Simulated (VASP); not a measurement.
# SiNi (Pmma) in VASP: notebook

SiNi is run at these levels: PBE; tasks: single point, relaxation of cell and atoms.

Everything below comes from runs of VASP 6.6.1. Logs are shortened: lines on timing, memory, paths and dates and some standing lists are left out, and cuts for length are marked.

### 1 The cell of the first run

Symmetry: Pmma, No. 51, orthorhombic system. The conventional cell has a = 4.399 Å, b = 2.584 Å, c = 4.045 Å, α = 90.00°, β = 90.00°, γ = 90.00°. Si (site symmetry mm2) has 8 Ni at 2.36 to 2.60 Å and 4 Si at 2.58 to 2.69 Å within 3.1 Å. Ni (site symmetry mm2) has 8 Si at 2.36 to 2.60 Å and 4 Ni at 2.58 to 2.64 Å within 3.1 Å.

### 2 Single point, PBE

INCAR reads:

```
SYSTEM = SiNi
PREC     = Accurate       ! precision mode
ENCUT    = 520            ! plane-wave cutoff, eV
EDIFF    = 1E-7           ! SCF threshold, eV
ISMEAR   = 0              ! smearing method
SIGMA    = 0.1            ! smearing width, eV
LREAL    = .FALSE.        ! projectors in reciprocal space
LASPH    = .TRUE.         ! aspherical terms in the spheres
NELM     = 60             ! most SCF steps
ALGO     = Normal         ! electronic algorithm
ISIF     = 2              ! what is computed and relaxed
LWAVE    = .FALSE.        ! write WAVECAR
LCHARG   = .FALSE.        ! write CHGCAR
GGA      = PE             ! functional
NBANDS   = 22             ! bands
```

KPOINTS reads:

```
regular mesh
0
G
  4 6 4
  0 0 0
```

POSCAR reads:

```
SiNi
1.0
    4.3992069922      0.0000000000      0.0000000000
    0.0000000000      2.5841982824      0.0000000000
    0.0000000000      0.0000000000      4.0449159874
Si Ni
2 2
Direct
    0.7500000000      0.0000000000      0.6909961554
    0.2500000000      0.0000000000      0.3090038446
    0.7500000000      0.5000000000      0.1795652028
    0.2500000000      0.5000000000      0.8204347972
```

Potentials or basis: VASP PAW PBE potentials, release 64 (Si, Ni).

Command:

```console
$ cat potpaw_PBE.64/Si/POTCAR potpaw_PBE.64/Ni/POTCAR > POTCAR
$ mpirun -np 1 vasp_std > vasp.out
```

OUTCAR:

```text
SYSTEM = SiNi
   PREC = Accurate
   ENCUT = 520
   EDIFF = 1E-7
   ISMEAR = 0
   LREAL = .FALSE.
   LASPH = .TRUE.
   NELM = 60
   ISIF = 2
   GGA = PE

 ion  position               nearest neighbor table
   1  0.750  0.000  0.691-   3 2.36   3 2.36   3 2.44   3 2.44   4 2.60   4 2.60   4 2.60   4 2.60
                             2 2.69   2 2.69
   2  0.250  0.000  0.309-   4 2.36   4 2.36   4 2.44   4 2.44   3 2.60   3 2.60   3 2.60   3 2.60
                             1 2.69   1 2.69
   3  0.750  0.500  0.180-   1 2.36   1 2.36   1 2.44   1 2.44   2 2.60   2 2.60   2 2.60   2 2.60
                             4 2.64   4 2.64
   4  0.250  0.500  0.820-   2 2.36   2 2.36   2 2.44   2 2.44   1 2.60   1 2.60   1 2.60   1 2.60
                             3 2.64   3 2.64

  LATTYP: Found a simple orthorhombic cell.
 ALAT       =     2.5841982824
 B/A-ratio  =     1.5652498552
 C/A-ratio  =     1.7023488570

  Lattice vectors:

 A1 = (   0.0000000000,   2.5841982824,   0.0000000000)
 A2 = (   0.0000000000,   0.0000000000,   4.0449159874)
 A3 = (   4.3992069922,   0.0000000000,   0.0000000000)

Analysis of symmetry for initial positions (statically):
=====================================================================
 Subroutine PRICEL returns:
 Original cell was already a primitive cell.

 Routine SETGRP: Setting up the symmetry group for a
 simple orthorhombic supercell.

 Subroutine GETGRP returns: Found  8 space group operations
 (whereof  4 operations were pure point group operations)
 out of a pool of  8 trial point group operations.

The static configuration has the point symmetry C_2h.
 The point group associated with its full space group is D_2h.

Analysis of symmetry for dynamics (positions and initial velocities):
=====================================================================
 Subroutine PRICEL returns:
 Original cell was already a primitive cell.

 Routine SETGRP: Setting up the symmetry group for a
 simple orthorhombic supercell.

 Subroutine GETGRP returns: Found  8 space group operations
 (whereof  4 operations were pure point group operations)
 out of a pool of  8 trial point group operations.

The dynamic configuration has the point symmetry C_2h.
 The point group associated with its full space group is D_2h.

 Subroutine INISYM returns: Found  8 space group operations
 (whereof  4 operations are pure point group operations),
 and found     1 'primitive' translations

----------------------------------------------------------------------------------------

                                     Primitive cell

  volume of cell :      45.9843

  direct lattice vectors                    reciprocal lattice vectors
     4.399206992  0.000000000  0.000000000     0.227313696  0.000000000  0.000000000
     0.000000000  2.584198282  0.000000000     0.000000000  0.386967210  0.000000000
     0.000000000  0.000000000  4.044915987     0.000000000  0.000000000  0.247223923

  length of vectors
     4.399206992  2.584198282  4.044915987     0.227313696  0.386967210  0.247223923

  position of ions in fractional coordinates (direct lattice)
     0.750000000  0.000000000  0.690996155
     0.250000000  0.000000000  0.309003845
     0.750000000  0.500000000  0.179565203
     0.250000000  0.500000000  0.820434797

  ion indices of the primitive-cell ions
   primitive index   ion index
                 1           1
                 2           2
                 3           3
                 4           4

----------------------------------------------------------------------------------------

 KPOINTS: regular mesh

Automatic generation of k-mesh.
 Grid dimensions read from file:
 generate k-points for:    4    6    4

 Generating k-lattice:

  Cartesian coordinates                     Fractional coordinates (reciprocal lattice)
     0.056828424  0.000000000  0.000000000     0.250000000  0.000000000  0.000000000
     0.000000000  0.064494535  0.000000000     0.000000000  0.166666667  0.000000000
     0.000000000  0.000000000  0.061805981     0.000000000  0.000000000  0.250000000

  Length of vectors
     0.056828424  0.064494535  0.061805981

  Shift w.r.t. Gamma in fractional coordinates (k-lattice)
     0.000000000  0.000000000  0.000000000

 Subroutine IBZKPT returns following result:
 ===========================================

 Found     36 irreducible k-points:

 Following reciprocal coordinates:
            Coordinates               Weight
  0.000000  0.000000  0.000000      1.000000
  0.250000  0.000000  0.000000      2.000000
  0.500000  0.000000  0.000000      1.000000
  0.000000  0.166667  0.000000      2.000000
  0.250000  0.166667  0.000000      4.000000
  0.500000  0.166667  0.000000      2.000000
[... 16 lines left out ...]
  0.250000  0.500000  0.250000      4.000000
  0.500000  0.500000  0.250000      2.000000
 [... further k-points ...]
   k-points           NKPTS =     36   k-points in BZ     NKDIM =     36   number of bands    NBANDS=     22
   number of dos      NEDOS =    301   number of ions     NIONS =      4
   total plane-waves  NPLWV =  21600
   dimension x,y,z NGX =    36 NGY =   20 NGZ =   30
   dimension x,y,z NGXF=    72 NGYF=   40 NGZF=   60
   ions per type =               2   2
   NGX,Y,Z   is equivalent  to a cutoff of  13.60, 12.87, 12.33 a.u.
   NGXF,Y,Z  is equivalent  to a cutoff of  27.21, 25.73, 24.66 a.u.
 SYSTEM =  SiNi
   PREC   = accura    normal or accurate (medium, high low for compatibility)
   ISTART =      0    job   : 0-new  1-cont  2-samecut
   ICHARG =      2    charge: 1-file 2-atom 10-const
   ISPIN  =      1    spin polarized calculation?
   LNONCOLLINEAR =      F non collinear calculations
   LSORBIT =      F    spin-orbit coupling
   LASPH  =      T    aspherical Exc in radial PAW
   ENCUT  =  520.0 eV  38.22 Ry    6.18 a.u.   8.18  4.80  7.52*2*pi/ulx,y,z
   NELM   =     60;   NELMIN=  2; NELMDL= -5     # of ELM steps
   EDIFF  = 0.1E-06   stopping-criterion for ELM
   LREAL  =      F    real-space projection
   EDIFFG = 0.1E-05   stopping-criterion for IOM
   NSW    =      0    number of steps for IOM
   IBRION =     -1    ionic relax: 0-MD 1-quasi-New 2-CG
   NFREE  =      0    steps in history (QN), initial steepest desc. (CG)
   ISIF   =      2    stress and relaxation
   ISYM   =      2    0-nonsym 1-usesym 2-fastsym
   POTIM  = 0.5000    time-step for ionic-motion
   TEBEG  =    0.0;   TEEND  =   0.0 temperature during run
   PSTRESS=    0.0 pullay stress
   NELECT =      28.0000    total number of electrons
   NUPDOWN=      -1.0000    fix difference up-down
   EMIN   =  10.00;   EMAX   =-10.00  energy-range for DOS
   EFERMI =   0.00;   METHOD = LEGACY
   ISMEAR =     0;   SIGMA  =   0.10  broadening in eV -4-tet -1-fermi 0-gaus
   EFERMI_NEDOS =   21; number of points for ismear=-14 and -15
   IALGO  =     38    algorithm
   IMIX   =      4    mixing-type and parameters
     AMIX     =   0.40;   BMIX     =  1.00
     AMIX_MAG =   1.60;   BMIX_MAG =  1.00
  volume/ion in A,a.u.               =      11.50        77.58
  Fermi-wavevector in a.u.,A,eV,Ry     =   1.387579  2.622143 26.196309  1.925374
  Thomas-Fermi vector in A             =   2.511786
   LORBIT       =      0    0 simple, 1 ext, 2 COOP (PROOUT), +10 PAW based schemes
   GGA     = PE    functional components
   LHFCALC =     F    Hartree Fock is set to
   AEXX    =    0.0000 exact exchange contribution
   IVDW    =     0    specifies the selected vdW correction
   LEPSILON=     F    determine dielectric tensor
   LRPA    =     F    only Hartree local field effects (RPA)
 non-spin polarized calculation
 Gauss-broadening in eV      SIGMA  =   0.10
  energy-cutoff  :      520.00
  volume of cell :       45.98
 maximum number of plane-waves:      1256
 NGX is ok and might be reduce to    36
   NGX = 17   NGY =  9   NGZ = 15

 number of electron      28.0000013 magnetization

 Free energy of the ion-electron system (eV)
  ---------------------------------------------------
  ext. energy  EPLUGINS =         0.00000000
  ---------------------------------------------------
  free energy    TOTEN  =       -23.06560217 eV

  energy without entropy =      -23.06104097  energy(sigma->0) =      -23.06332157

 E-fermi :  11.5572     XC(G=0): -12.5393

 val. band max:       11.5232311735   @ k =   0.0000   0.0000   0.5000
 cond. band min:      11.5754070871   @ k =   0.0000   0.3333   0.5000
 fundamental gap:      0.0521759136
 Fermi energy:        11.5572355085

 k-point     1 :       0.0000    0.0000    0.0000
  band No.  band energies     occupation
      1      -2.3313      2.00000
      2       2.6861      2.00000
      3       5.3763      2.00000
      4       6.3419      2.00000
      5       7.3082      2.00000
      6       7.8003      2.00000
[... 14 lines left out ...]
     21      21.7910      0.00000
     22      22.4272      0.00000

 k-point     2 :       0.2500    0.0000    0.0000
  band No.  band energies     occupation
      1      -1.8703      2.00000
      2       1.3833      2.00000
      3       5.7523      2.00000
      4       6.5662      2.00000
      5       7.6305      2.00000
      6       7.7861      2.00000
[... 14 lines left out ...]
     21      21.0979      0.00000
     22      21.2660      0.00000

 k-point     3 :       0.5000    0.0000    0.0000
  band No.  band energies     occupation
      1      -0.5438      2.00000
      2      -0.5438      2.00000
      3       6.6835      2.00000
      4       6.6835      2.00000
      5       7.3869      2.00000
      6       7.3869      2.00000
[... 14 lines left out ...]
     21      21.7775      0.00000
     22      21.7775      0.00000

 k-point     4 :       0.0000    0.1667    0.0000
  band No.  band energies     occupation
      1      -1.7181      2.00000
      2       3.2070      2.00000
      3       5.6083      2.00000
      4       6.4033      2.00000
      5       7.7614      2.00000
      6       7.8418      2.00000
[... 14 lines left out ...]
     21      18.2841      0.00000
     22      21.6314      0.00000

 k-point     5 :       0.2500    0.1667    0.0000
  band No.  band energies     occupation
      1      -1.2645      2.00000
      2       1.9236      2.00000
      3       6.0854      2.00000
      4       6.6334      2.00000
      5       7.7817      2.00000
      6       7.7912      2.00000
[... 14 lines left out ...]
     21      20.3790      0.00000
     22      22.1885      0.00000

 k-point     6 :       0.5000    0.1667    0.0000
  band No.  band energies     occupation
      1       0.0380      2.00000
      2       0.0380      2.00000
      3       7.0264      2.00000
      4       7.0264      2.00000
      5       7.2607      2.00000
      6       7.2607      2.00000
[... 14 lines left out ...]
     21      23.1401      0.00000
     22      23.1401      0.00000

 k-point     7 :       0.0000    0.3333    0.0000
  band No.  band energies     occupation
      1       0.0754      2.00000
      2       4.6365      2.00000
      3       6.0156      2.00000
      4       6.2346      2.00000
      5       6.4300      2.00000
      6       7.8519      2.00000
[... 324 lines left out ...]
      6       7.3231      2.00000
[... 14 lines left out ...]
     21      18.6221      0.00000
     22      19.9699      0.00000

 k-point    21 :       0.5000    0.3333    0.2500
  band No.  band energies     occupation
      1       2.0912      2.00000
      2       2.0912      2.00000
      3       6.2286      2.00000
      4       6.2286      2.00000
      5       7.1698      2.00000
      6       7.1698      2.00000
[... 14 lines left out ...]
     21      19.5488      0.00000
     22      19.5488      0.00000

 k-point    22 :       0.0000    0.5000    0.2500
  band No.  band energies     occupation
      1       2.8175      2.00000
      2       3.8272      2.00000
      3       5.4546      2.00000
      4       6.0998      2.00000
      5       6.4953      2.00000
      6       7.9420      2.00000
[... 14 lines left out ...]
     21      17.4482      0.00000
     22      18.2632      0.00000

 k-point    23 :       0.2500    0.5000    0.2500
  band No.  band energies     occupation
      1       3.1277      2.00000
      2       4.2420      2.00000
      3       4.9782      2.00000
      4       6.0483      2.00000
      5       6.5789      2.00000
      6       7.5560      2.00000
[... 14 lines left out ...]
     21      17.9695      0.00000
     22      19.2715      0.00000

 k-point    24 :       0.5000    0.5000    0.2500
  band No.  band energies     occupation
      1       3.9681      2.00000
      2       3.9681      2.00000
      3       5.2887      2.00000
      4       5.2887      2.00000
      5       6.9436      2.00000
      6       6.9436      2.00000
[... 14 lines left out ...]
     21      20.3010      0.00000
     22      20.3010      0.00000

 [... further k-points ...]

------------------------ aborting loop because EDIFF is reached ----------------------------------------

  FORCE on cell =-STRESS in cart. coord.  units (eV):
  Direction    XX          YY          ZZ          XY          YZ          ZX
  --------------------------------------------------------------------------------------
  -------------------------------------------------------------------------------------
  Total        0.0157543      0.0291014      0.0917712      0.0000000      0.0000000      0.0000000
  in kB        0.5489082      1.0139464      3.1974773      0.0000000      0.0000000      0.0000000
  external PRESSURE =       1.5867773 kB  Pullay stress =       0.0000000 kB

 VOLUME and BASIS-vectors are now :
 -----------------------------------------------------------------------------
  energy-cutoff  :      520.00
  volume of cell :       45.98
      direct lattice vectors                 reciprocal lattice vectors
     4.399206992  0.000000000  0.000000000     0.227313696  0.000000000  0.000000000
     0.000000000  2.584198282  0.000000000     0.000000000  0.386967210  0.000000000
     0.000000000  0.000000000  4.044915987     0.000000000  0.000000000  0.247223923

 POSITION                                       TOTAL-FORCE (eV/Angst)
 -----------------------------------------------------------------------------------
      3.29941      0.00000      2.79502        -0.000000     -0.000000     -0.026204
      1.09980      0.00000      1.24989        -0.000000     -0.000000      0.026204
      3.29941      1.29210      0.72633         0.000000      0.000000      0.021851
      1.09980      1.29210      3.31859        -0.000000     -0.000000     -0.021851
 -----------------------------------------------------------------------------------
    total drift:                                0.000000     -0.000000      0.000000

  FREE ENERGIE OF THE ION-ELECTRON SYSTEM (eV)
  ---------------------------------------------------
  free  energy   TOTEN  =       -23.0656021678 eV

  energy  without entropy=      -23.0610409712  energy(sigma->0) =      -23.06332157
```

It took 36 s on 1 thread of Intel Xeon Platinum 8488C (Sapphire Rapids), shared host; peak memory 0.17 GiB.

What came out:

```
Free energy            : -23.0656 eV
Pressure               : 0.2 GPa
Largest force          : 0.026 eV/Å
Band gap on the k mesh : zero (bands 14 and 15 overlap by 0.86 eV)
```

Forces on the atoms (eV/Å):
```
Si   0.000  0.000 -0.026
Si   0.000  0.000  0.026
Ni   0.000  0.000  0.022
Ni   0.000  0.000 -0.022
```

Caveat: the k points lie up to 0.41 Å⁻¹ apart, too coarse for converged energies and pressures of a metal.

### 3 Relaxation of cell and atoms, PBE

This run uses another cell than the first one, of 11.67 Å³/atom.

INCAR reads:

```
SYSTEM = SiNi
  PREC = Accurate
  ENCUT = 600
  EDIFF = 1E-7
  ISMEAR = 0
  SIGMA = 0.1
  LREAL = .False.
  LASPH = .True.
  NELM = 60
  ALGO = Normal
  ISIF = 3
  LWAVE = .False.
  LCHARG = .False.
  GGA = PE
  IBRION = 2
  NSW = 90
  EDIFFG = -0.04
```

KPOINTS reads:

```
Automatic mesh
0
Gamma
  4 6 4
  0 0 0
```

POSCAR reads:

```
SiNi
1.0
    4.1030228368      0.0000000000      0.0000000000
    0.0000000000      2.7152357008      0.0000000000
    0.0000000000      0.0000000000      4.1892207956
Si Ni
2 2
Direct
    0.7500000000      0.0000000000      0.6870000000
    0.2500000000      0.0000000000      0.3130000000
    0.7500000000      0.5000000000      0.1880000000
    0.2500000000      0.5000000000      0.8120000000
```

Potentials or basis: VASP PAW PBE potentials, release 64 (Si, Ni).

Command:

```console
$ cat potpaw_PBE.64/Si/POTCAR potpaw_PBE.64/Ni/POTCAR > POTCAR
$ mpirun -np 1 vasp_std > vasp.out
```

It took 5.5 min on 1 thread of Intel Xeon Platinum 8488C (Sapphire Rapids), shared host; peak memory 0.2 GiB.

It converged, with:

* Free energy: -23.0654 eV
* Relaxed volume: 11.50 Å³/atom
* Relaxed cell: a = 4.395 Å, b = 2.584 Å, c = 4.051 Å, α = 90.00°, β = 90.00°, γ = 90.00°
* Space group after relaxing (to 0.1 Å): Pmma (No. 51)
* Energy gained by relaxing: 39.2 meV/atom
* Ionic steps: 14
* Pressure after relaxing: 0.0 GPa
* Largest force after relaxing: 0.011 eV/Å
* Band gap on the k mesh: zero (bands 14 and 15 overlap by 0.88 eV)

Forces in eV/Å, atoms in the order of the input:
```
Si   0.000  0.000  0.008
Si   0.000  0.000 -0.008
Ni   0.000  0.000 -0.011
Ni   0.000  0.000  0.011
```

Stress tensor (GPa, compression positive):
```
 0.03  0.00  0.00
 0.00  0.00  0.00
 0.00  0.00 -0.08
```

The path:
| step | energy change (eV) | largest force (eV/Å) | pressure (GPa) | volume (Å³) |
| --- | --- | --- | --- | --- |
| 1 | 0.0000 | 0.5738 | -3.13 | 46.67 |
| 2 | -0.0876 | 0.2454 | 2.34 | 45.13 |
| 3 | -0.0936 | 0.1249 | 4.33 | 44.66 |
| 4 | -0.1318 | 0.1935 | 0.05 | 45.83 |
| 5 | -0.1322 | 0.1678 | 0.41 | 45.73 |
| 6 | -0.1441 | 0.1032 | -0.77 | 46.04 |
| 7 | -0.1473 | 0.1117 | -1.58 | 46.29 |
| 8 | -0.1494 | 0.1206 | 1.49 | 45.57 |
| 9 | -0.1511 | 0.1193 | 0.21 | 45.85 |
| 10 | -0.1531 | 0.0770 | 0.28 | 45.86 |
| 11 | -0.1550 | 0.1156 | 0.46 | 45.87 |
| 12 | -0.1561 | 0.0624 | -0.29 | 46.06 |
| 13 | -0.1562 | 0.0471 | -0.51 | 46.12 |
| 14 | -0.1567 | 0.0106 | -0.02 | 46.01 |

Final structure:
```
Si Ni
1.0
     4.39526    0.00000    0.00000
     0.00000    2.58380    0.00000
     0.00000    0.00000    4.05114
Si Ni
2 2
Direct
  0.75000 0.00000 0.69076
  0.25000 0.00000 0.30924
  0.75000 0.50000 0.18029
  0.25000 0.50000 0.81971
```

Levels at points of the mesh, in eV from the Fermi level:
| k point | band 10 | band 11 | band 12 | band 13 | band 14 | band 15 | band 16 | band 17 | band 18 |
| --- | --- | --- | --- | --- | --- | --- | --- | --- | --- |
| (0.00, 0.00, 0.00) | -2.02 | -2.00 | -1.97 | -1.50 | -1.35 | -0.19 | 2.68 | 2.79 | 5.65 |
| (0.50, 0.00, 0.00) | -2.15 | -1.73 | -1.73 | -1.69 | -1.69 | 1.26 | 1.26 | 5.00 | 5.00 |
| (0.00, 0.50, 0.00) | -1.79 | -1.70 | -1.10 | -0.56 | 0.69 | 1.30 | 1.54 | 2.24 | 2.27 |
| (0.50, 0.50, 0.00) | -2.02 | -1.85 | -1.85 | -0.50 | -0.50 | 2.67 | 2.67 | 3.38 | 3.38 |
| (0.00, 0.00, 0.50) | -2.14 | -1.95 | -1.56 | -1.43 | -1.42 | -0.03 | 0.56 | 6.35 | 8.18 |
| (0.50, 0.00, 0.50) | -2.31 | -1.62 | -1.62 | -1.55 | -1.55 | 4.61 | 4.61 | 6.28 | 6.28 |
| (0.00, 0.50, 0.50) | -2.71 | -2.35 | -1.73 | -0.74 | -0.74 | 1.29 | 1.73 | 2.11 | 2.99 |
| (0.50, 0.50, 0.50) | -2.70 | -2.47 | -2.47 | -1.26 | -1.26 | 0.32 | 0.32 | 1.48 | 1.48 |

Caveat: the k points lie up to 0.41 Å⁻¹ apart in the final cell, too coarse for converged energies and pressures of a metal. Spin polarisation is off, so any magnetic state and its effect on volume and gap are missing.

(Part 1 of 2 ends here.)
